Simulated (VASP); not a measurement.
**HfO2: single point with PBE**

The system is HfO2.

```
Hf O
1.0
     5.85868    0.12881   -0.17639
     0.12881    5.41474   -0.01798
    -0.17639   -0.01798    5.75823
Hf O
5 10
Direct
  0.77399 0.58763 0.25311
  0.84184 0.20149 0.72492
  0.27506 0.30586 0.69492
  0.23333 0.93929 0.13823
  0.56061 0.75808 0.69104
  0.99024 0.42951 0.49579
  0.09192 0.27536 0.96634
  0.23790 0.02221 0.50453
  0.72669 0.53158 0.93538
  0.92775 0.87890 0.13935
  0.54405 0.08232 0.85757
  0.47961 0.76237 0.31262
  0.59113 0.37900 0.53432
  0.85723 0.85707 0.61324
  0.28541 0.66493 0.87730
```

```yaml
Program: VASP 6.6.1
Task: single point
Functional: PBE
Potentials_or_basis: VASP PAW PBE potentials, release 64 (Hf_pv, O)
Cutoff: 520 eV
k_mesh: 1 × 1 × 1
Occupations: fermi-dirac, width 0.1034 eV
Spin: no spin polarisation
Dipole_correction: no
Further_INCAR_settings: LREAL = Auto; ALGO = Normal; EDIFF = 1e-06; NBANDS = 68; ISYM = 0
```

```
Pressure               : 21.9 GPa
Largest force          : 5.368 eV/Å
Band gap on the k mesh : 3.47 eV
```

Forces on the atoms (eV/Å):
```
Hf   0.664  0.603  1.696
Hf  -2.738 -0.901  0.168
Hf   3.994  3.001 -1.966
Hf   0.466  0.800 -0.803
Hf  -2.961 -0.622 -1.083
O    1.645 -0.770  0.374
O    0.965 -1.917  1.476
O   -0.065 -0.808 -0.430
O   -0.738 -1.183 -2.113
O   -1.558 -0.357  0.525
O   -0.817  0.236  1.858
O    2.577 -0.996  0.502
O   -1.732  0.828 -0.740
O   -0.437  1.071  0.011
O    0.735  1.015  0.525
```

Stress tensor (GPa, compression positive):
```
33.38  6.66  1.50
 6.66 21.06 -2.47
 1.50 -2.47 11.39
```

Levels at points of the mesh, in eV from the valence-band top:
```
           k point  band 51  band 52  band 53  band 54  band 55  band 56  band 57  band 58  band 59  band 60
(0.00, 0.00, 0.00)    -0.87    -0.58    -0.48    -0.19     0.00     3.47     3.97     4.55     4.80     5.12
```

Run time: 67 s on 1 thread of AMD EPYC 7R13, on a shared host, peak memory 0.24 GiB.

Caveat: the k points lie up to 1.16 Å⁻¹ apart; spin-orbit coupling is left out, which moves the levels of the heavy elements.
